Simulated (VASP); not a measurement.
# Al2Ni (P-3m1) in VASP: a series of runs

Al2Ni is run at these levels: PBE; tasks: single point, relaxation of cell and atoms.

Program: VASP 6.6.1. These are calculated values, not measurements. Logs are shortened: lines on timing, memory, paths and dates and some standing lists are left out, and cuts for length are marked.

### Step 1. The cell of the first run

The structure is trigonal, space group P-3m1 (No. 164). The conventional cell has a = 2.826 Å, b = 2.826 Å, c = 6.031 Å, α = 90.00°, β = 90.00°, γ = 120.00°. Within 3.3 Å of Al (site symmetry 3m) lie 3 Ni at 2.48 Å and 9 Al at 2.81 to 2.83 Å. Ni (site symmetry -3m) has 6 Al at 2.48 Å and 6 Ni at 2.83 Å within 3.3 Å.

### Step 2. Single point, PBE, collinear spin, ferromagnetic start

File INCAR:

```
  PREC = Accurate
  ENCUT = 520
  EDIFF = 1E-6
  ISMEAR = 0
  SIGMA = 0.1
  LREAL = F
  LASPH = T
  NELM = 150
  ALGO = Fast
  ISIF = 2
  LWAVE = F
  LCHARG = F
  ISPIN = 2
  MAGMOM = 0 0 2
  LORBIT = 11
  LMAXMIX = 4
  GGA = PE
  NBANDS = 19
```

File KPOINTS:

```
regular mesh
0
Gamma
  6 6 4
```

File POSCAR:

```
Al2Ni
1.0
    2.8259734707     -0.0000000028      0.0000000000
   -1.4129867330      2.4473648174      0.0000000000
    0.0000000000      0.0000000000      6.0310115926
Al Ni
2 1
Direct
    0.3333333333      0.6666666667      0.1897942534
    0.6666666667      0.3333333333      0.8102057466
    0.0000000000      0.0000000000      0.5000000000
```

Potentials or basis: VASP PAW PBE potentials, release 64 (Al, Ni).

On the command line:

```bash
$ cat potpaw_PBE.64/Al/POTCAR potpaw_PBE.64/Ni/POTCAR > POTCAR
$ mpirun -np 1 vasp_std > vasp.out
```

OUTCAR:

```text
PREC = Accurate
   ENCUT = 520
   EDIFF = 1E-6
   ISMEAR = 0
   LREAL = F
   LASPH = T
   NELM = 150
   ISIF = 2
   ISPIN = 2
   LORBIT = 11
   GGA = PE

 ion  position               nearest neighbor table
   1  0.333  0.667  0.190-   3 2.48   3 2.48   3 2.48   2 2.81   2 2.81   2 2.81
   2  0.667  0.333  0.810-   3 2.48   3 2.48   3 2.48   1 2.81   1 2.81   1 2.81
   3  0.000  0.000  0.500-   1 2.48   2 2.48   1 2.48   2 2.48   2 2.48   1 2.48

  LATTYP: Found a hexagonal cell.
 ALAT       =     2.8259734707
 C/A-ratio  =     2.1341359553

  Lattice vectors:

 A1 = (   2.8259734707,  -0.0000000028,   0.0000000000)
 A2 = (  -1.4129867330,   2.4473648174,   0.0000000000)
 A3 = (   0.0000000000,   0.0000000000,   6.0310115926)

Analysis of symmetry for initial positions (statically):
=====================================================================
 Subroutine PRICEL returns:
 Original cell was already a primitive cell.

 Routine SETGRP: Setting up the symmetry group for a
 hexagonal supercell.

 Subroutine GETGRP returns: Found 12 space group operations
 (whereof 12 operations were pure point group operations)
 out of a pool of 24 trial point group operations.

The static configuration has the point symmetry D_3d.

Analysis of symmetry for dynamics (positions and initial velocities):
=====================================================================
 Subroutine PRICEL returns:
 Original cell was already a primitive cell.

 Routine SETGRP: Setting up the symmetry group for a
 hexagonal supercell.

 Subroutine GETGRP returns: Found 12 space group operations
 (whereof 12 operations were pure point group operations)
 out of a pool of 24 trial point group operations.

The dynamic configuration has the point symmetry D_3d.

Analysis of structural, dynamic, and magnetic symmetry:
=====================================================================
 Subroutine PRICEL returns:
 Original cell was already a primitive cell.

 Routine SETGRP: Setting up the symmetry group for a
 hexagonal supercell.

 Subroutine GETGRP returns: Found 12 space group operations
 (whereof 12 operations were pure point group operations)
 out of a pool of 24 trial point group operations.

The overall configuration has the point symmetry D_3d.

 Subroutine INISYM returns: Found 12 space group operations
 (whereof 12 operations are pure point group operations),
 and found     1 'primitive' translations

----------------------------------------------------------------------------------------

                                     Primitive cell

  volume of cell :      41.7116

  direct lattice vectors                    reciprocal lattice vectors
     2.825973471 -0.000000003  0.000000000     0.353860364  0.204301376  0.000000000
    -1.412986733  2.447364817  0.000000000     0.000000000  0.408602752  0.000000000
     0.000000000  0.000000000  6.031011593     0.000000000  0.000000000  0.165809663

  length of vectors
     2.825973471  2.825973471  6.031011593     0.408602752  0.408602752  0.165809663

  position of ions in fractional coordinates (direct lattice)
     0.333333333  0.666666667  0.189794253
     0.666666667  0.333333333  0.810205747
     0.000000000  0.000000000  0.500000000

  ion indices of the primitive-cell ions
   primitive index   ion index
                 1           1
                 2           2
                 3           3

----------------------------------------------------------------------------------------

 KPOINTS: regular mesh

Automatic generation of k-mesh.
 Grid dimensions read from file:
 generate k-points for:    6    6    4

 Generating k-lattice:

  Cartesian coordinates                     Fractional coordinates (reciprocal lattice)
     0.058976727  0.034050229  0.000000000     0.166666667  0.000000000  0.000000000
     0.000000000  0.068100459  0.000000000     0.000000000  0.166666667  0.000000000
     0.000000000  0.000000000  0.041452416     0.000000000  0.000000000  0.250000000

  Length of vectors
     0.068100459  0.068100459  0.041452416

  Shift w.r.t. Gamma in fractional coordinates (k-lattice)
     0.000000000  0.000000000  0.000000000

 Subroutine IBZKPT returns following result:
 ===========================================

 Found     24 irreducible k-points:

 Following reciprocal coordinates:
            Coordinates               Weight
  0.000000  0.000000  0.000000      1.000000
  0.166667  0.000000  0.000000      6.000000
  0.333333  0.000000  0.000000      6.000000
  0.500000  0.000000  0.000000      3.000000
  0.166667  0.166667  0.000000      6.000000
  0.333333  0.166667  0.000000     12.000000
[... 16 lines left out ...]
  0.333333  0.166667  0.500000     12.000000
  0.333333  0.333333  0.500000      2.000000
   k-points           NKPTS =     24   k-points in BZ     NKDIM =     24   number of bands    NBANDS=     19
   number of dos      NEDOS =    301   number of ions     NIONS =      3
   total plane-waves  NPLWV =  27648
   dimension x,y,z NGX =    24 NGY =   24 NGZ =   48
   dimension x,y,z NGXF=    48 NGYF=   48 NGZF=   96
   ions per type =               2   1
   NGX,Y,Z   is equivalent  to a cutoff of  14.12, 14.12, 13.23 a.u.
   NGXF,Y,Z  is equivalent  to a cutoff of  28.24, 28.24, 26.46 a.u.
 SYSTEM =  unknown system
   PREC   = accura    normal or accurate (medium, high low for compatibility)
   ISTART =      0    job   : 0-new  1-cont  2-samecut
   ICHARG =      2    charge: 1-file 2-atom 10-const
   ISPIN  =      2    spin polarized calculation?
   LNONCOLLINEAR =      F non collinear calculations
   LSORBIT =      F    spin-orbit coupling
   LASPH  =      T    aspherical Exc in radial PAW
   ENCUT  =  520.0 eV  38.22 Ry    6.18 a.u.   5.25  5.25 11.21*2*pi/ulx,y,z
   NELM   =    150;   NELMIN=  2; NELMDL= -5     # of ELM steps
   EDIFF  = 0.1E-05   stopping-criterion for ELM
   LREAL  =      F    real-space projection
   EDIFFG = 0.1E-04   stopping-criterion for IOM
   NSW    =      0    number of steps for IOM
   IBRION =     -1    ionic relax: 0-MD 1-quasi-New 2-CG
   NFREE  =      0    steps in history (QN), initial steepest desc. (CG)
   ISIF   =      2    stress and relaxation
   ISYM   =      2    0-nonsym 1-usesym 2-fastsym
   POTIM  = 0.5000    time-step for ionic-motion
   TEBEG  =    0.0;   TEEND  =   0.0 temperature during run
   PSTRESS=    0.0 pullay stress
   NELECT =      16.0000    total number of electrons
   NUPDOWN=      -1.0000    fix difference up-down
   EMIN   =  10.00;   EMAX   =-10.00  energy-range for DOS
   EFERMI =   0.00;   METHOD = LEGACY
   ISMEAR =     0;   SIGMA  =   0.10  broadening in eV -4-tet -1-fermi 0-gaus
   EFERMI_NEDOS =   21; number of points for ismear=-14 and -15
   IALGO  =     68    algorithm
   IMIX   =      4    mixing-type and parameters
     AMIX     =   0.40;   BMIX     =  1.00
     AMIX_MAG =   1.60;   BMIX_MAG =  1.00
  volume/ion in A,a.u.               =      13.90        93.83
  Fermi-wavevector in a.u.,A,eV,Ry     =   1.189495  2.247819 19.250851  1.414898
  Thomas-Fermi vector in A             =   2.325601
   LORBIT       =     11    0 simple, 1 ext, 2 COOP (PROOUT), +10 PAW based schemes
   GGA     = PE    functional components
   LHFCALC =     F    Hartree Fock is set to
   AEXX    =    0.0000 exact exchange contribution
   IVDW    =     0    specifies the selected vdW correction
   LEPSILON=     F    determine dielectric tensor
   LRPA    =     F    only Hartree local field effects (RPA)
 spin polarized calculation
 RMM-DIIS sequential band-by-band and
 Gauss-broadening in eV      SIGMA  =   0.10
  energy-cutoff  :      520.00
  volume of cell :       41.71
 maximum number of plane-waves:      1136
 NGX is ok and might be reduce to    24
   NGX = 11   NGY = 11   NGZ = 23

 number of electron      16.0000000 magnetization      -0.0006719

 number of electron      16.0000000 magnetization       0.0016009

 Free energy of the ion-electron system (eV)
  ---------------------------------------------------
  ext. energy  EPLUGINS =         0.00000000
  ---------------------------------------------------
  free energy    TOTEN  =       -13.95974132 eV

  energy without entropy =      -13.95049883  energy(sigma->0) =      -13.95512008

 E-fermi :   8.5879     XC(G=0): -11.1592

 val. band max:        8.4102379495   @ k =  -0.1667   0.5000   0.2500
 cond. band min:       8.5893413795   @ k =   0.3333   0.0000   0.5000
 fundamental gap:      0.1791034300
 Fermi energy:         8.5879259448

 spin component 1

 k-point     1 :       0.0000    0.0000    0.0000
  band No.  band energies     occupation
      1      -2.2248      1.00000
      2       1.4769      1.00000
      3       2.4550      1.00000
      4       6.2177      1.00000
      5       6.8811      1.00000
      6       6.8811      1.00000
[... 11 lines left out ...]
     18      23.6051      0.00000
     19      23.6206      0.00000

 k-point     2 :       0.1667    0.0000    0.0000
  band No.  band energies     occupation
      1      -1.5371      1.00000
      2       2.0476      1.00000
      3       3.1441      1.00000
      4       6.3432      1.00000
      5       6.6581      1.00000
      6       7.0443      1.00000
[... 11 lines left out ...]
     18      22.6881      0.00000
     19      24.8030      0.00000

 k-point     3 :       0.3333    0.0000    0.0000
  band No.  band energies     occupation
      1       0.4794      1.00000
      2       3.5622      1.00000
      3       4.9425      1.00000
      4       6.2784      1.00000
      5       6.4977      1.00000
      6       6.8917      1.00000
[... 433 lines left out ...]
  band No.  band energies     occupation
      1       2.8874      1.00000
      2       3.7688      1.00000
      3       5.5512      1.00000
      4       5.9862      1.00000
      5       6.2276      1.00000
      6       6.5329      1.00000
[... 11 lines left out ...]
     18      22.4747      0.00000
     19      24.2246      0.00000

 k-point    24 :       0.3333    0.3333    0.5000
  band No.  band energies     occupation
      1       5.1813      1.00000
      2       5.1813      1.00000
      3       5.6527      1.00000
      4       5.7258      1.00000
      5       5.7258      1.00000
      6       6.2287      1.00000
[... 11 lines left out ...]
     18      28.1555      0.00000
     19      28.1732      0.00000
 Fermi energy:         8.5879259448

 spin component 2

 k-point     1 :       0.0000    0.0000    0.0000
  band No.  band energies     occupation
      1      -2.2247      1.00000
      2       1.4770      1.00000
      3       2.4552      1.00000
      4       6.2190      1.00000
      5       6.8829      1.00000
      6       6.8829      1.00000
[... 11 lines left out ...]
     18      23.6054      0.00000
     19      23.6206      0.00000

 k-point     2 :       0.1667    0.0000    0.0000
  band No.  band energies     occupation
      1      -1.5370      1.00000
      2       2.0478      1.00000
      3       3.1443      1.00000
      4       6.3446      1.00000
      5       6.6599      1.00000
      6       7.0452      1.00000
[... 11 lines left out ...]
     18      22.6884      0.00000
     19      24.7961      0.00000

 k-point     3 :       0.3333    0.0000    0.0000
  band No.  band energies     occupation
      1       0.4795      1.00000
      2       3.5623      1.00000
      3       4.9429      1.00000
      4       6.2795      1.00000
      5       6.4989      1.00000
      6       6.8923      1.00000
[... 434 lines left out ...]
      1       2.8875      1.00000
      2       3.7692      1.00000
      3       5.5516      1.00000
      4       5.9874      1.00000
      5       6.2288      1.00000
      6       6.5333      1.00000
[... 11 lines left out ...]
     18      22.4747      0.00000
     19      24.2248      0.00000

 k-point    24 :       0.3333    0.3333    0.5000
  band No.  band energies     occupation
      1       5.1815      1.00000
      2       5.1815      1.00000
      3       5.6536      1.00000
      4       5.7268      1.00000
      5       5.7268      1.00000
      6       6.2287      1.00000
[... 11 lines left out ...]
     18      28.1360      0.00000
     19      28.1719      0.00000

------------------------ aborting loop because EDIFF is reached ----------------------------------------

  FORCE on cell =-STRESS in cart. coord.  units (eV):
  Direction    XX          YY          ZZ          XY          YZ          ZX
  --------------------------------------------------------------------------------------
  -------------------------------------------------------------------------------------
  Total       -0.0634149     -0.0634149      0.0256994      0.0000000      0.0000000      0.0000000
  in kB       -2.4358195     -2.4358195      0.9871349      0.0000000      0.0000000      0.0000000
  external PRESSURE =      -1.2948347 kB  Pullay stress =       0.0000000 kB

 VOLUME and BASIS-vectors are now :
 -----------------------------------------------------------------------------
  energy-cutoff  :      520.00
  volume of cell :       41.71
      direct lattice vectors                 reciprocal lattice vectors
     2.825973471 -0.000000003  0.000000000     0.353860364  0.204301376  0.000000000
    -1.412986733  2.447364817  0.000000000     0.000000000  0.408602752  0.000000000
     0.000000000  0.000000000  6.031011593     0.000000000  0.000000000  0.165809663

 POSITION                                       TOTAL-FORCE (eV/Angst)
 -----------------------------------------------------------------------------------
      0.00000      1.63158      1.14465         0.000000      0.000000      0.012675
      1.41299      0.81579      4.88636        -0.000000     -0.000000     -0.012675
      0.00000      0.00000      3.01551         0.000000      0.000000      0.000000
 -----------------------------------------------------------------------------------
    total drift:                               -0.000000     -0.000000      0.000000

  FREE ENERGIE OF THE ION-ELECTRON SYSTEM (eV)
  ---------------------------------------------------
  free  energy   TOTEN  =       -13.9597413233 eV

  energy  without entropy=      -13.9504988278  energy(sigma->0) =      -13.95512008

 total charge

# of ion       s       p       d       tot
------------------------------------------
    1        0.423   0.375   0.000   0.799
    2        0.423   0.375   0.000   0.799
    3        0.442   0.466   8.424   9.332
--------------------------------------------------
tot          1.289   1.217   8.424  10.929

 magnetization (x)

# of ion       s       p       d       tot
------------------------------------------
    1       -0.000   0.000   0.000  -0.000
    2       -0.000   0.000   0.000  -0.000
    3        0.000   0.000   0.001   0.001
--------------------------------------------------
tot         -0.000   0.000   0.001   0.001
```

Wall time 52 s (1 thread of Intel Xeon Platinum 8259CL at 2.50GHz (Skylake/Cascade Lake), shared host); peak memory 0.2 GiB.

Results:

| Property | Result |
| --- | --- |
| Free energy | -13.9597 eV |
| Pressure | -0.1 GPa |
| Largest force | 0.013 eV/Å |
| Band gap on the k mesh | zero (filled and empty bands overlap) |
| Net moment | 0.00 μB per cell |
| Valence electrons inside the program's atomic spheres | Al 0.80; Ni 9.33 |

Forces in eV/Å, atoms in the order of the input:
```
Al   0.000  0.000  0.013
Al   0.000  0.000 -0.013
Ni   0.000  0.000  0.000
```

Levels at points of the mesh, in eV from the Fermi level:
Spin up:
| k point | band 6 | band 7 | band 8 | band 9 | band 10 | band 11 |
| --- | --- | --- | --- | --- | --- | --- |
| (0.00, 0.00, 0.00) | -1.71 | -1.39 | -1.39 | 4.71 | 7.04 | 11.67 |
| (0.50, 0.00, 0.00) | -1.57 | -1.12 | -0.60 | -0.40 | 1.77 | 2.15 |
| (0.00, 0.00, 0.50) | -1.71 | -1.39 | -1.39 | 0.85 | 11.71 | 11.95 |
| (0.50, 0.00, 0.50) | -1.96 | -1.71 | -0.60 | 0.41 | 3.53 | 4.76 |
Spin down:
```
           k point  band 5  band 6  band 7  band 8  band 9  band 10  band 11  band 12
(0.00, 0.00, 0.00)   -1.71   -1.71   -1.39   -1.39    4.71     7.04    11.67    11.67
(0.50, 0.00, 0.00)   -1.70   -1.56   -1.12   -0.60   -0.40     1.77     2.15     6.38
(0.00, 0.00, 0.50)   -1.70   -1.70   -1.39   -1.39    0.85    11.71    11.95    11.95
(0.50, 0.00, 0.50)   -2.56   -1.96   -1.71   -0.60    0.41     3.53     4.76     5.56
```

Caveat: the k points lie up to 0.43 Å⁻¹ apart; the starting moments collapsed, and a magnetic state may lie lower.

### Step 3. Single point, PBE

File INCAR:

```
SYSTEM = Al2Ni
  PREC = Accurate
  ENCUT = 520
  EDIFF = 1E-6
  ISMEAR = 0
  SIGMA = 0.1
  LREAL = .FALSE.
  LASPH = .TRUE.
  NELM = 100
  ALGO = Fast
  ISIF = 2
  LWAVE = .FALSE.
  LCHARG = .FALSE.
  GGA = PE
  NBANDS = 15
```

File KPOINTS:

```
Automatic mesh
0
G
  18 18 8
  0 0 0
```

File POSCAR:

```
Al2Ni
1.0
    2.8091209449      0.0000000000      0.0000000000
   -1.4045604724      2.4327701006      0.0000000000
    0.0000000000      0.0000000000      6.0958829458
Al Ni
2 1
Direct
    0.3333333333      0.6666666667      0.1923026747
    0.6666666667      0.3333333333      0.8076973253
    0.0000000000      0.0000000000      0.5000000000
```

Potentials or basis: VASP PAW PBE potentials, release 64 (Al, Ni).

On the command line:

```bash
$ cat potpaw_PBE.64/Al/POTCAR potpaw_PBE.64/Ni/POTCAR > POTCAR
$ mpirun -np 1 vasp_std > vasp.out
```

Run time: 3.2 min. Hardware: 1 thread of Intel Xeon Platinum 8259CL at 2.50GHz (Skylake/Cascade Lake), shared host; peak memory 0.29 GiB.

It converged, with:

```
Free energy            : -13.8926 eV
Pressure               : 0.5 GPa
Band gap on the k mesh : zero (band 8 reaches 9.37 eV, above the bottom of band 9 at 8.04 eV)
```

Levels at points of the mesh, in eV from the Fermi level:
| k point | band 6 | band 7 | band 8 | band 9 | band 10 | band 11 |
| --- | --- | --- | --- | --- | --- | --- |
| (0.00, 0.00, 0.00) | -1.75 | -1.44 | -1.44 | 4.31 | 6.69 | 11.86 |
| (0.50, 0.00, 0.00) | -1.68 | -1.18 | -0.63 | -0.45 | 1.66 | 2.11 |
| (0.00, 0.00, 0.50) | -1.75 | -1.44 | -1.44 | 0.58 | 11.36 | 12.20 |
| (0.50, 0.00, 0.50) | -2.01 | -1.76 | -0.63 | 0.35 | 3.40 | 4.59 |

Spin polarisation is off, so any magnetic state and its effect on volume and gap are missing.

(Continued in part 2 of 2.)
